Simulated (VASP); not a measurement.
# Ge in VASP: further runs

Runs on Ge. Level: PBE. Tasks: single point.

Everything below comes from runs of VASP 6.6.1. Logs are shortened: lines on timing, memory, paths and dates and some standing lists are left out, and cuts for length are marked.

## 1. The cell of the first run

It takes space group Cmcm (No. 63, orthorhombic). The conventional cell has a = 6.923 Å, b = 7.143 Å, c = 3.738 Å, α = 90.00°, β = 90.00°, γ = 90.00°. Ge (site symmetry m) has 5 Ge at 2.53 to 2.75 Å within 3.3 Å. Ge (site symmetry m) has 5 Ge at 2.53 to 2.75 Å within 3.3 Å.

## 2. Single point, PBE

File INCAR:

```
SYSTEM = Ge
  ALGO = Normal
  EDIFF = 1E-7
  ENCUT = 520
  GGA = PE
  ISIF = 2
  ISMEAR = 0
  LASPH = .TRUE.
  LCHARG = .FALSE.
  LREAL = .FALSE.
  LWAVE = .FALSE.
  NBANDS = 66
  NELM = 80
  PREC = Accurate
  SIGMA = 0.2
```

File KPOINTS:

```
k-points
0
G
  6 4 2
  0 0 0
```

File POSCAR:

```
Ge
1.0
    0.0000000000      0.0000000000      3.7384343649
    3.4615441448     -3.5714990611      0.0000000000
    6.9230882896      7.1429981222      0.0000000000
Ge
8
Direct
    0.2500000000      0.4590387054      0.0880206170
    0.2500000000      0.4590387054      0.5880206170
    0.7500000000      0.5409612946      0.4119793830
    0.7500000000      0.5409612946      0.9119793830
    0.2500000000      0.8239587660      0.2704806473
    0.2500000000      0.8239587660      0.7704806473
    0.7500000000      0.1760412340      0.2295193527
    0.7500000000      0.1760412340      0.7295193527
```

Potentials or basis: VASP PAW PBE potentials, release 64 (Ge_d).

The run is started by

```bash
$ cat potpaw_PBE.64/Ge_d/POTCAR > POTCAR
$ mpirun -np 1 vasp_std > vasp.out
```

OUTCAR:

```text
SYSTEM = Ge
   EDIFF = 1E-7
   ENCUT = 520
   GGA = PE
   ISIF = 2
   ISMEAR = 0
   LASPH = .TRUE.
   LREAL = .FALSE.
   NELM = 80
   PREC = Accurate

 ion  position               nearest neighbor table
   1  0.250  0.459  0.088-   5 2.53   4 2.60   4 2.60   7 2.75   7 2.75
   2  0.250  0.459  0.588-   6 2.53   3 2.60   3 2.60   8 2.75   8 2.75
   3  0.750  0.541  0.412-   7 2.53   2 2.60   2 2.60   5 2.75   5 2.75
   4  0.750  0.541  0.912-   8 2.53   1 2.60   1 2.60   6 2.75   6 2.75
   5  0.250  0.824  0.270-   1 2.53   7 2.60   7 2.60   3 2.75   3 2.75
   6  0.250  0.824  0.770-   2 2.53   8 2.60   8 2.60   4 2.75   4 2.75
   7  0.750  0.176  0.230-   3 2.53   5 2.60   5 2.60   1 2.75   1 2.75
   8  0.750  0.176  0.730-   4 2.53   6 2.60   6 2.60   2 2.75   2 2.75

  LATTYP: Found a simple monoclinic cell.
 ALAT       =     4.9737202786
 B/A-ratio  =     0.7516374375
 C/A-ratio  =     2.0000000000
 COS(beta)  =    -0.0312604499

  Lattice vectors:

 A1 = (   3.4615441448,  -3.5714990611,   0.0000000000)
 A2 = (   0.0000000000,   0.0000000000,  -3.7384343649)
 A3 = (   6.9230882896,   7.1429981222,   0.0000000000)

Analysis of symmetry for initial positions (statically):
=====================================================================
 Subroutine PRICEL returns following result:

  LATTYP: Found a base centered orthorhombic cell.
 ALAT       =     6.9230882896
 B/A-ratio  =     1.0317647014
 C/A-ratio  =     0.5399951883

  Lattice vectors:

 A1 = (   3.4615441448,  -3.5714990611,   0.0000000000)
 A2 = (   3.4615441448,   3.5714990611,   0.0000000000)
 A3 = (   0.0000000000,   0.0000000000,   3.7384343649)

   2 primitive cells build up your supercell.

 Routine SETGRP: Setting up the symmetry group for a
 simple monoclinic supercell.

 Subroutine GETGRP returns: Found  4 space group operations
 (whereof  2 operations were pure point group operations)
 out of a pool of  4 trial point group operations.

The static configuration has the point symmetry S_2 .
 The point group associated with its full space group is C_2h.

Analysis of symmetry for dynamics (positions and initial velocities):
=====================================================================
 Subroutine PRICEL returns following result:

  LATTYP: Found a base centered orthorhombic cell.
 ALAT       =     6.9230882896
 B/A-ratio  =     1.0317647014
 C/A-ratio  =     0.5399951883

  Lattice vectors:

 A1 = (   3.4615441448,  -3.5714990611,   0.0000000000)
 A2 = (   3.4615441448,   3.5714990611,   0.0000000000)
 A3 = (   0.0000000000,   0.0000000000,   3.7384343649)

   2 primitive cells build up your supercell.

 Routine SETGRP: Setting up the symmetry group for a
 simple monoclinic supercell.

 Subroutine GETGRP returns: Found  4 space group operations
 (whereof  2 operations were pure point group operations)
 out of a pool of  4 trial point group operations.

The dynamic configuration has the point symmetry S_2 .
 The point group associated with its full space group is C_2h.

 Subroutine INISYM returns: Found  4 space group operations
 (whereof  2 operations are pure point group operations),
 and found     2 'primitive' translations

----------------------------------------------------------------------------------------

                                     Primitive cell

  volume of cell :      92.4358

  direct lattice vectors                    reciprocal lattice vectors
     3.461544145 -3.571499061  0.000000000     0.144444207 -0.139997237  0.000000000
     3.461544145  3.571499061  0.000000000     0.144444207  0.139997237  0.000000000
     0.000000000  0.000000000  3.738434365     0.000000000  0.000000000  0.267491656

  length of vectors
     4.973720279  4.973720279  3.738434365     0.201155053  0.201155053  0.267491656

  position of ions in fractional coordinates (direct lattice)
[... 35 lines left out ...]
|           W    W    AA    RRRRR   N    N  II  N    N   GGGG   !!!           |
|           W    W   A  A   R    R  NN   N  II  NN   N  G    G  !!!           |
|           W    W  A    A  R    R  N N  N  II  N N  N  G       !!!           |
|           W WW W  AAAAAA  RRRRR   N  N N  II  N  N N  G  GGG   !            |
|           WW  WW  A    A  R   R   N   NN  II  N   NN  G    G                |
|           W    W  A    A  R    R  N    N  II  N    N   GGGG   !!!           |
|                                                                             |
|     Your reciprocal lattice and k-lattice belong to different lattice       |
|     classes:                                                                |
|                                                                             |
|        The reciprocal lattice is simple monoclinic,                         |
|        whereas your k-lattice is base centered orthorhombic.                |
|                                                                             |
|     Results are often still useful ...                                      |
|                                                                             |
 -----------------------------------------------------------------------------

 Subroutine IBZKPT returns following result:
 ===========================================

 Found     24 irreducible k-points:

 Following reciprocal coordinates:
            Coordinates               Weight
  0.000000  0.000000  0.000000      1.000000
  0.166667  0.000000  0.000000      2.000000
  0.333333  0.000000  0.000000      2.000000
  0.500000  0.000000  0.000000      1.000000
  0.000000  0.250000  0.000000      2.000000
  0.166667  0.250000  0.000000      4.000000
[... 16 lines left out ...]
  0.333333  0.500000  0.500000      2.000000
  0.500000  0.500000  0.500000      1.000000
   k-points           NKPTS =     24   k-points in BZ     NKDIM =     24   number of bands    NBANDS=     66
   number of dos      NEDOS =    301   number of ions     NIONS =      8
   total plane-waves  NPLWV =  89600
   dimension x,y,z NGX =    28 NGY =   40 NGZ =   80
   dimension x,y,z NGXF=    56 NGYF=   80 NGZF=  160
   ions per type =               8
   NGX,Y,Z   is equivalent  to a cutoff of  12.45, 13.37, 13.37 a.u.
   NGXF,Y,Z  is equivalent  to a cutoff of  24.90, 26.74, 26.74 a.u.
 SYSTEM =  Ge
   PREC   = accura    normal or accurate (medium, high low for compatibility)
   ISTART =      0    job   : 0-new  1-cont  2-samecut
   ICHARG =      2    charge: 1-file 2-atom 10-const
   ISPIN  =      1    spin polarized calculation?
   LNONCOLLINEAR =      F non collinear calculations
   LSORBIT =      F    spin-orbit coupling
   LASPH  =      T    aspherical Exc in radial PAW
   ENCUT  =  520.0 eV  38.22 Ry    6.18 a.u.   6.95  9.25 18.50*2*pi/ulx,y,z
   NELM   =     80;   NELMIN=  2; NELMDL= -5     # of ELM steps
   EDIFF  = 0.1E-06   stopping-criterion for ELM
   LREAL  =      F    real-space projection
   EDIFFG = 0.1E-05   stopping-criterion for IOM
   NSW    =      0    number of steps for IOM
   IBRION =     -1    ionic relax: 0-MD 1-quasi-New 2-CG
   NFREE  =      0    steps in history (QN), initial steepest desc. (CG)
   ISIF   =      2    stress and relaxation
   ISYM   =      2    0-nonsym 1-usesym 2-fastsym
   POTIM  = 0.5000    time-step for ionic-motion
   TEBEG  =    0.0;   TEEND  =   0.0 temperature during run
   PSTRESS=    0.0 pullay stress
   NELECT =     112.0000    total number of electrons
   NUPDOWN=      -1.0000    fix difference up-down
   EMIN   =  10.00;   EMAX   =-10.00  energy-range for DOS
   EFERMI =   0.00;   METHOD = LEGACY
   ISMEAR =     0;   SIGMA  =   0.20  broadening in eV -4-tet -1-fermi 0-gaus
   EFERMI_NEDOS =   21; number of points for ismear=-14 and -15
   IALGO  =     38    algorithm
   IMIX   =      4    mixing-type and parameters
     AMIX     =   0.40;   BMIX     =  1.00
     AMIX_MAG =   1.60;   BMIX_MAG =  1.00
  volume/ion in A,a.u.               =      23.11       155.95
  Fermi-wavevector in a.u.,A,eV,Ry     =   1.385237  2.617719 26.107972  1.918882
  Thomas-Fermi vector in A             =   2.509666
   LORBIT       =      0    0 simple, 1 ext, 2 COOP (PROOUT), +10 PAW based schemes
   GGA     = PE    functional components
   LHFCALC =     F    Hartree Fock is set to
   AEXX    =    0.0000 exact exchange contribution
   IVDW    =     0    specifies the selected vdW correction
   LEPSILON=     F    determine dielectric tensor
   LRPA    =     F    only Hartree local field effects (RPA)
 non-spin polarized calculation
 Gauss-broadening in eV      SIGMA  =   0.20
  energy-cutoff  :      520.00
  volume of cell :      184.87
 maximum number of plane-waves:      5004
 NGX is ok and might be reduce to    28
   NGX = 13   NGY = 19   NGZ = 37

 number of electron     111.9999908 magnetization

 Free energy of the ion-electron system (eV)
  ---------------------------------------------------
  ext. energy  EPLUGINS =         0.00000000
  ---------------------------------------------------
  free energy    TOTEN  =       -33.98218776 eV

  energy without entropy =      -33.92925663  energy(sigma->0) =      -33.95572219

 E-fermi :   4.4698     XC(G=0):  -9.9408

 val. band max:        4.4472435613   @ k =   0.0000   0.5000   0.0000
 cond. band min:       4.5706288043   @ k =   0.3333   0.0000   0.0000
 fundamental gap:      0.1233852430
 Fermi energy:         4.4698140892

 k-point     1 :       0.0000    0.0000    0.0000
  band No.  band energies     occupation
      1     -20.1285      2.00000
      2     -20.0854      2.00000
      3     -20.0800      2.00000
      4     -20.0722      2.00000
      5     -20.0609      2.00000
      6     -20.0373      2.00000
[... 1645 lines left out ...]
     65      10.5033      0.00000
     66      10.5033      0.00000

------------------------ aborting loop because EDIFF is reached ----------------------------------------

  FORCE on cell =-STRESS in cart. coord.  units (eV):
  Direction    XX          YY          ZZ          XY          YZ          ZX
  --------------------------------------------------------------------------------------
  -------------------------------------------------------------------------------------
  Total       -0.0572179      0.3214873      0.0913908      0.0006055      0.0000000      0.0000000
  in kB       -0.4958752      2.7861484      0.7920326      0.0052476      0.0000000      0.0000000
  external PRESSURE =       1.0274353 kB  Pullay stress =       0.0000000 kB

 VOLUME and BASIS-vectors are now :
 -----------------------------------------------------------------------------
  energy-cutoff  :      520.00
  volume of cell :      184.87
      direct lattice vectors                 reciprocal lattice vectors
     0.000000000  0.000000000  3.738434365     0.000000000  0.000000000  0.267491656
     3.461544145 -3.571499061  0.000000000     0.144444207 -0.139997237  0.000000000
     6.923088290  7.142998122  0.000000000     0.072222104  0.069998618  0.000000000

 POSITION                                       TOTAL-FORCE (eV/Angst)
 -----------------------------------------------------------------------------------
      2.19836     -1.01073      0.93461        -0.000915      0.014297      0.000000
      5.65990      2.56077      0.93461        -0.000915      0.014297      0.000000
      4.72473      1.01073      2.80383         0.000915     -0.014297     -0.000000
      8.18628      4.58222      2.80383         0.000915     -0.014297     -0.000000
      4.72473     -1.01073      0.93461         0.000922      0.014370      0.000000
      8.18628      2.56077      0.93461         0.000922      0.014370      0.000000
      2.19836      1.01073      2.80383        -0.000922     -0.014370     -0.000000
      5.65990      4.58222      2.80383        -0.000922     -0.014370     -0.000000
 -----------------------------------------------------------------------------------
    total drift:                               -0.000000     -0.000000      0.000000

  FREE ENERGIE OF THE ION-ELECTRON SYSTEM (eV)
  ---------------------------------------------------
  free  energy   TOTEN  =       -33.9821877603 eV

  energy  without entropy=      -33.9292566257  energy(sigma->0) =      -33.95572219
```

It took 2.6 min on 1 thread of Intel Xeon 6975P-C (Granite Rapids), shared host; peak memory 0.38 GiB.

Results:

```yaml
Free_energy: -33.9822 eV
Pressure: 0.1 GPa
Largest_force: 0.014 eV/Å
Band_gap_on_the_k_mesh: zero (band 56 reaches 5.25 eV, above the bottom of band 57 at 3.85 eV)
```

Forces on the atoms (eV/Å):
```
Ge  -0.001  0.014  0.000
Ge  -0.001  0.014  0.000
Ge   0.001 -0.014  0.000
Ge   0.001 -0.014  0.000
Ge   0.001  0.014  0.000
Ge   0.001  0.014  0.000
Ge  -0.001 -0.014  0.000
Ge  -0.001 -0.014  0.000
```

Stress tensor (GPa, compression positive):
```
-0.05  0.00  0.00
 0.00  0.28  0.00
 0.00  0.00  0.08
```

(Part 1 of 2 ends here.)
